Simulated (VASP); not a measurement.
# SnTe (rocksalt type) (Fm-3m) in VASP: further runs

Runs on SnTe (rocksalt type). Level: PBE. Tasks: single point.

Program: VASP 6.6.1. These are calculated values, not measurements. Logs are shortened: lines on timing, memory, paths and dates and some standing lists are left out, and cuts for length are marked.

## 1. The cell of the first run

Symmetry: Fm-3m, No. 225, cubic system. Conventional cell: a = 5.899 Å, b = 5.899 Å, c = 5.899 Å, α = 90.00°, β = 90.00°, γ = 90.00°. Sn (site symmetry m-3m) has 6 Te at 2.95 Å within 3.9 Å. Within 3.9 Å of Te (site symmetry m-3m) lie 6 Sn at 2.95 Å.

## 2. Single point, PBE (volume scaled by 0.78, to set the pressure)

INCAR reads:

```
PREC = Accurate
ENCUT = 520
EDIFF = 1E-7
ISMEAR = -1
SIGMA = 0.1
LREAL = F
LASPH = T
NELM = 60
ALGO = Normal
ISIF = 2
LWAVE = F
LCHARG = T
GGA = PE
LELF = T
LVHAR = T
NBANDS = 17
```

KPOINTS reads:

```
regular mesh
0
Gamma
  13 13 13
```

POSCAR reads:

```
SnTe
1.0
    0.0000000000      2.9493917941      2.9493917941
    2.9493917941      0.0000000000      2.9493917941
    2.9493917941      2.9493917941      0.0000000000
Sn Te
1 1
Direct
    0.0000000000      0.0000000000      0.0000000000
    0.5000000000      0.5000000000      0.5000000000
```

Potentials or basis: VASP PAW PBE potentials, release 64 (Sn_d, Te).

On the command line:

```bash
$ cat potpaw_PBE.64/Sn_d/POTCAR potpaw_PBE.64/Te/POTCAR > POTCAR
$ mpirun -np 1 vasp_std > vasp.out
```

OUTCAR:

```text
PREC = Accurate
   ENCUT = 520
   EDIFF = 1E-7
   ISMEAR = -1
   LREAL = F
   LASPH = T
   NELM = 60
   ISIF = 2
   GGA = PE

 ion  position               nearest neighbor table
   1  0.000  0.000  0.000-   2 2.95   2 2.95   2 2.95   2 2.95   2 2.95   2 2.95
   2  0.500  0.500  0.500-   1 2.95   1 2.95   1 2.95   1 2.95   1 2.95   1 2.95

  LATTYP: Found a face centered cubic cell.
 ALAT       =     5.8987835882

  Lattice vectors:

 A1 = (   0.0000000000,   2.9493917941,   2.9493917941)
 A2 = (   2.9493917941,   0.0000000000,   2.9493917941)
 A3 = (   2.9493917941,   2.9493917941,   0.0000000000)

Analysis of symmetry for initial positions (statically):
=====================================================================
 Subroutine PRICEL returns:
 Original cell was already a primitive cell.

 Routine SETGRP: Setting up the symmetry group for a
 face centered cubic supercell.

 Subroutine GETGRP returns: Found 48 space group operations
 (whereof 48 operations were pure point group operations)
 out of a pool of 48 trial point group operations.

The static configuration has the point symmetry O_h .

Analysis of symmetry for dynamics (positions and initial velocities):
=====================================================================
 Subroutine PRICEL returns:
 Original cell was already a primitive cell.

 Routine SETGRP: Setting up the symmetry group for a
 face centered cubic supercell.

 Subroutine GETGRP returns: Found 48 space group operations
 (whereof 48 operations were pure point group operations)
 out of a pool of 48 trial point group operations.

The dynamic configuration has the point symmetry O_h .

 Subroutine INISYM returns: Found 48 space group operations
 (whereof 48 operations are pure point group operations),
 and found     1 'primitive' translations

----------------------------------------------------------------------------------------

                                     Primitive cell

  volume of cell :      51.3130

  direct lattice vectors                    reciprocal lattice vectors
     0.000000000  2.949391794  2.949391794    -0.169526477  0.169526477  0.169526477
     2.949391794  0.000000000  2.949391794     0.169526477 -0.169526477  0.169526477
     2.949391794  2.949391794  0.000000000     0.169526477  0.169526477 -0.169526477

  length of vectors
[... 72 lines left out ...]
 SYSTEM =  unknown system
   PREC   = accura    normal or accurate (medium, high low for compatibility)
   ISTART =      0    job   : 0-new  1-cont  2-samecut
   ICHARG =      2    charge: 1-file 2-atom 10-const
   ISPIN  =      1    spin polarized calculation?
   LNONCOLLINEAR =      F non collinear calculations
   LSORBIT =      F    spin-orbit coupling
   LASPH  =      T    aspherical Exc in radial PAW
   ENCUT  =  520.0 eV  38.22 Ry    6.18 a.u.   7.76  7.76  7.76*2*pi/ulx,y,z
   NELM   =     60;   NELMIN=  2; NELMDL= -5     # of ELM steps
   EDIFF  = 0.1E-06   stopping-criterion for ELM
   LREAL  =      F    real-space projection
   EDIFFG = 0.1E-05   stopping-criterion for IOM
   NSW    =      0    number of steps for IOM
   IBRION =     -1    ionic relax: 0-MD 1-quasi-New 2-CG
   NFREE  =      0    steps in history (QN), initial steepest desc. (CG)
   ISIF   =      2    stress and relaxation
   ISYM   =      2    0-nonsym 1-usesym 2-fastsym
   POTIM  = 0.5000    time-step for ionic-motion
   TEBEG  =    0.0;   TEEND  =   0.0 temperature during run
   PSTRESS=    0.0 pullay stress
   NELECT =      20.0000    total number of electrons
   NUPDOWN=      -1.0000    fix difference up-down
   EMIN   =  10.00;   EMAX   =-10.00  energy-range for DOS
   EFERMI =   0.00;   METHOD = LEGACY
   ISMEAR =    -1;   SIGMA  =   0.10  broadening in eV -4-tet -1-fermi 0-gaus
   EFERMI_NEDOS =   21; number of points for ismear=-14 and -15
   IALGO  =     38    algorithm
   IMIX   =      4    mixing-type and parameters
     AMIX     =   0.40;   BMIX     =  1.00
     AMIX_MAG =   1.60;   BMIX_MAG =  1.00
  volume/ion in A,a.u.               =      25.66       173.14
  Fermi-wavevector in a.u.,A,eV,Ry     =   1.195847  2.259824 19.457019  1.430051
  Thomas-Fermi vector in A             =   2.331802
   LORBIT       =      0    0 simple, 1 ext, 2 COOP (PROOUT), +10 PAW based schemes
   GGA     = PE    functional components
   LHFCALC =     F    Hartree Fock is set to
   AEXX    =    0.0000 exact exchange contribution
   IVDW    =     0    specifies the selected vdW correction
   LEPSILON=     F    determine dielectric tensor
   LRPA    =     F    only Hartree local field effects (RPA)
 non-spin polarized calculation
  energy-cutoff  :      520.00
  volume of cell :       51.31
 maximum number of plane-waves:      1411
   NGX = 15   NGY = 15   NGZ = 15

 number of electron      20.0000000 magnetization

 Free energy of the ion-electron system (eV)
  ---------------------------------------------------
  ext. energy  EPLUGINS =         0.00000000
  ---------------------------------------------------
  free energy    TOTEN  =        -6.93652442 eV

  energy without entropy =       -6.92268507  energy(sigma->0) =       -6.92960475

 E-fermi :   9.7082     XC(G=0): -10.4125

 val. band max:        9.6793087071   @ k =  -0.1538   0.1538   0.0000
 cond. band min:       9.7133906757   @ k =  -0.3077   0.0769   0.0000
 fundamental gap:      0.0340819685
 Fermi energy:         9.7081773873

 k-point     1 :       0.0000    0.0000    0.0000
  band No.  band energies     occupation
      1     -12.3863      2.00000
      2     -12.3863      2.00000
      3     -12.3656      2.00000
      4     -12.3656      2.00000
      5     -12.3656      2.00000
      6      -4.7763      2.00000
[... 457 lines left out ...]
      4     -12.3524      2.00000
      5     -12.3483      2.00000
      6      -3.0053      2.00000
[... 9 lines left out ...]
     16      19.0208      0.00000
     17      19.4468      0.00000

 [... further k-points ...]
[... 5 lines left out ...]
  --------------------------------------------------------------------------------------
  -------------------------------------------------------------------------------------
  Total        5.5574758      5.5574758      5.5574758      0.0000000      0.0000000      0.0000000
  in kB      173.5244840    173.5244840    173.5244840      0.0000000      0.0000000      0.0000000
  external PRESSURE =     173.5244840 kB  Pullay stress =       0.0000000 kB

 VOLUME and BASIS-vectors are now :
 -----------------------------------------------------------------------------
  energy-cutoff  :      520.00
  volume of cell :       51.31
      direct lattice vectors                 reciprocal lattice vectors
     0.000000000  2.949391794  2.949391794    -0.169526477  0.169526477  0.169526477
     2.949391794  0.000000000  2.949391794     0.169526477 -0.169526477  0.169526477
     2.949391794  2.949391794  0.000000000     0.169526477  0.169526477 -0.169526477

 POSITION                                       TOTAL-FORCE (eV/Angst)
 -----------------------------------------------------------------------------------
      0.00000      0.00000      0.00000         0.000000     -0.000000     -0.000000
      2.94939      2.94939      2.94939        -0.000000      0.000000      0.000000
 -----------------------------------------------------------------------------------
    total drift:                                0.000000     -0.000000     -0.000000

  FREE ENERGIE OF THE ION-ELECTRON SYSTEM (eV)
  ---------------------------------------------------
  free  energy   TOTEN  =        -6.9365244213 eV

  energy  without entropy=       -6.9226850726  energy(sigma->0) =       -6.92960475
```

OSZICAR:

```text
N       E                     dE             d eps       ncg     rms          rms(c)
DAV:   1     0.127004238080E+03    0.12700E+03   -0.96049E+03  2892   0.144E+03
DAV:   2     0.407643880068E+01   -0.12293E+03   -0.11974E+03  2995   0.345E+02
DAV:   3    -0.666797611711E+01   -0.10744E+02   -0.10644E+02  3703   0.878E+01
DAV:   4    -0.694698482823E+01   -0.27901E+00   -0.27878E+00  3215   0.145E+01
DAV:   5    -0.695731595193E+01   -0.10331E-01   -0.10331E-01  4201   0.279E+00    0.763E+00
DAV:   6    -0.693790669586E+01    0.19409E-01   -0.32598E-02  4007   0.146E+00    0.471E+00
DAV:   7    -0.693707422095E+01    0.83247E-03   -0.26239E-02  3623   0.102E+00    0.260E-01
DAV:   8    -0.693642306270E+01    0.65116E-03   -0.41615E-03  3876   0.560E-01    0.186E-01
DAV:   9    -0.693652341479E+01   -0.10035E-03   -0.31496E-04  3371   0.140E-01    0.921E-02
DAV:  10    -0.693652339214E+01    0.22653E-07   -0.91680E-06  3732   0.363E-02    0.339E-02
DAV:  11    -0.693652500013E+01   -0.16080E-05   -0.74196E-06  3213   0.190E-02    0.332E-02
DAV:  12    -0.693652428351E+01    0.71662E-06   -0.13024E-06  3477   0.858E-03    0.226E-03
DAV:  13    -0.693652441588E+01   -0.13237E-06   -0.17631E-07  3212   0.253E-03    0.629E-04
DAV:  14    -0.693652442130E+01   -0.54233E-08   -0.17542E-08  1726   0.149E-03
   1 F= -.69365244E+01 E0= -.69296047E+01  d E =-.138393E-01
```

stdout:

```text
POSCAR found type information on POSCAR SnTe
 POSCAR found :  2 types and       2 ions
 scaLAPACK will be used
 LDA part: xc-table for (Slater+PW92), standard interpolation
 POSCAR, INCAR and KPOINTS ok, starting setup
 FFT: planning ... GRIDC
 FFT: planning ... GRID_SOFT
 FFT: planning ... GRID
 WAVECAR not read
 entering main loop
```

It took 48 s on 1 thread of Intel Xeon Platinum 8259CL at 2.50GHz (Skylake/Cascade Lake), shared host; peak memory 0.22 GiB.

Results:

* Free energy: -6.9365 eV
* Pressure: 17.4 GPa

Levels at points of the mesh, in eV from the Fermi level:
```
           k point  band 6  band 7  band 8  band 9  band 10  band 11  band 12  band 13  band 14  band 15
(0.00, 0.00, 0.00)  -14.48   -3.74   -2.73   -2.73    -2.73     3.75     3.75     3.75     4.35     4.35
```

Caveat: the cell differs from its parent crystal (volume scaled by 0.78, to set the pressure); this odd mesh misses L, where the gap lies, so gap, dielectric constants and Born charges aren't listed; spin-orbit coupling is left out, which moves the levels of the heavy elements.

## 3. Single point, PBE

This run uses another cell than the first one, of 25.74 Å³/atom, 1.003 times its volume.

INCAR reads:

```
PREC = Accurate
ENCUT = 520
EDIFF = 1E-6
ISMEAR = -1
SIGMA = 0.1
LREAL = False
LASPH = True
NELM = 80
ALGO = Normal
ISIF = 2
LWAVE = False
LCHARG = True
GGA = PE
LELF = True
LVHAR = True
NBANDS = 17
```

KPOINTS is that of step 2.

POSCAR reads:

```
SnTe
1.0
    0.0000000000      2.9526371417      2.9526371417
    2.9526371417      0.0000000000      2.9526371417
    2.9526371417      2.9526371417      0.0000000000
Sn Te
1 1
Direct
    0.0000000000      0.0000000000      0.0000000000
    0.5000000000      0.5000000000      0.5000000000
```

Potentials or basis: VASP PAW PBE potentials, release 64 (Sn_d, Te).

On the command line:

```bash
$ cat potpaw_PBE.64/Sn_d/POTCAR potpaw_PBE.64/Te/POTCAR > POTCAR
$ mpirun -np 1 vasp_std > vasp.out
```

Wall time 37 s (1 thread of Intel Xeon Platinum 8259CL at 2.50GHz (Skylake/Cascade Lake), shared host); peak memory 0.22 GiB.

The run converged. Its results:

* Free energy: -6.9547 eV
* Pressure: 17.0 GPa

Levels at points of the mesh, in eV from the Fermi level:
| k point | band 8 | band 9 | band 10 | band 11 | band 12 | band 13 |
| --- | --- | --- | --- | --- | --- | --- |
| (0.00, 0.00, 0.00) | -2.72 | -2.72 | -2.72 | 3.74 | 3.74 | 3.74 |

Caveat: this odd mesh misses L, where the gap lies, so gap, dielectric constants and Born charges aren't listed; spin-orbit coupling is left out, which moves the levels of the heavy elements.

## 4. Single point, PBE

This run uses another cell than the first one, of 25.74 Å³/atom, 1.003 times its volume.

INCAR reads:

```
SYSTEM = SnTe
PREC = Accurate ; ENCUT = 520
EDIFF = 1E-7 ; ISMEAR = -1
SIGMA = 0.1 ; LREAL = .False.
LASPH = .True. ; NELM = 100
ALGO = Normal ; ISIF = 2
LWAVE = .False. ; LCHARG = .True.
GGA = PE ; LELF = .True.
LVHAR = .True. ; NBANDS = 17
```

KPOINTS reads:

```
Automatic mesh
0
Gamma
  13 13 13
  0 0 0
```

POSCAR is that of step 3.

On the command line:

```bash
$ cat potpaw_PBE.64/Sn_d/POTCAR potpaw_PBE.64/Te/POTCAR > POTCAR
$ mpirun -np 1 vasp_std > vasp.out
```

Run time: 50 s. Hardware: 1 thread of Intel Xeon Platinum 8259CL at 2.50GHz (Skylake/Cascade Lake), shared host; peak memory 0.22 GiB.

It converged, with:

* Free energy: -6.9547 eV
* Pressure: 17.0 GPa

Levels at points of the mesh, in eV from the Fermi level:
```tsv
k point	band 7	band 8	band 9	band 10	band 11	band 12	band 13	band 14
(0.00, 0.00, 0.00)	-3.76	-2.72	-2.72	-2.72	3.74	3.74	3.74	4.35
```

Caveat: this odd mesh misses L, where the gap lies, so gap, dielectric constants and Born charges aren't listed; spin-orbit coupling is left out, which moves the levels of the heavy elements.
